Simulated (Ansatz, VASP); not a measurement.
**One calculation of C, two programs**

File INCAR:

```
SYSTEM = C
PREC     = Accurate       ! precision mode
ENCUT    = 520            ! plane-wave cutoff, eV
EDIFF    = 1E-7           ! SCF threshold, eV
ISMEAR   = 0              ! smearing method
SIGMA    = 0.05           ! smearing width, eV
LREAL    = .FALSE.        ! projectors in reciprocal space
LASPH    = .TRUE.         ! aspherical terms in the spheres
NELM     = 60             ! most SCF steps
ALGO     = Normal         ! electronic algorithm
ISIF     = 2              ! what is computed and relaxed
LWAVE    = .FALSE.        ! write WAVECAR
LCHARG   = .TRUE.         ! write CHGCAR
GGA      = PE             ! functional
LELF     = .TRUE.         ! ELF
LVHAR    = .TRUE.       
NBANDS   = 11             ! bands
```

Contents of KPOINTS:

```
Automatic mesh
0
G
  12 12 12
  0 0 0
```

Contents of POSCAR:

```
C
1.0
    0.0000000000      1.8723778217      1.7416858497
    1.8723778217      0.0000000000      1.7416858497
    1.8723778217      1.8723778217      0.0000000000
C
2
Direct
    0.5000000000      0.5000000000      0.5000000000
    0.7500000000      0.7500000000      0.7500000000
```

Input for Ansatz:

```yaml
crystal:
  lattice:
    - [0.0, 1.8723778217, 1.7416858497]
    - [1.8723778217, 0.0, 1.7416858497]
    - [1.8723778217, 1.8723778217, 0.0]
  atoms:
    - { symbol: C, position: [0.5, 0.5, 0.5] }
    - { symbol: C, position: [0.75, 0.75, 0.75] }
basis:
  ecutwfc: 520.0
kpoints:
  mp_grid: { grid: [12, 12, 12] }
hamiltonian:
  xc: pbe
  pseudopotentials: { kind: paw, azcp: { folder: soft_1 } }
scf:
  occupations: { method: gaussian, width: 0.05 }
output:
  forces: true
  stress: true
  eigenvalues: true
```

Alike in both runs: task single point; functional PBE; k mesh 12 × 12 × 12; occupations gaussian, width 0.05 eV; no spin polarisation.

|  | VASP | Ansatz |
| --- | --- | --- |
| version | VASP 6.6.1 | Ansatz 0.2.0 |
| potentials or method | VASP PAW PBE potentials, release 64 (C), cutoff 520 eV | scalar-relativistic, plane waves, PAW |
| valence electrons in the cell | 8 | 8 |

```tsv
	VASP	Ansatz	Ansatz less VASP
gap on the k mesh at the Fermi level (eV)	2.30	2.31	+0.007
least direct gap on the mesh (eV)	4.22	4.22	+0.003
pressure (GPa)	-25.9	-26.3	-0.38
traceless stress, the component that is largest in VASP (GPa)	38.27	38.27	-0.009
```
